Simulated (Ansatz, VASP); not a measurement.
Sn: VASP beside Ansatz

```
CELL_PARAMETERS angstrom
0.00000 3.28446 3.30055
3.28446 0.00000 3.30055
3.28446 3.28446 0.00000
ATOMIC_POSITIONS crystal
Sn 0.00000 0.00000 0.00000
Sn 0.25000 0.25000 0.25000
```

Change from the starting cell: uniaxial_z strain +0.5%.

Alike in both runs: task single point; functional HSE06; k mesh 4 × 4 × 4; occupations fermi-dirac, width 0.02 eV; no spin polarisation.

```csv
,VASP,Ansatz
version,VASP 6.6.1,Ansatz 0.2.0
potentials or method,"VASP PAW PBE potentials, release 64 (Sn_d)","plane waves, PAW"
plane-wave cutoff (eV),520,420
valence electrons in the cell,28,28
```

```csv
,VASP,Ansatz,Ansatz less VASP
pressure (GPa),0.0,0.0,+0.05
```

Ansatz's warnings: filled band counts differ across k points, stress exchange threshold loose, stress scf threshold loose.

The k mesh is coarse, so the values compare programs but aren't converged.
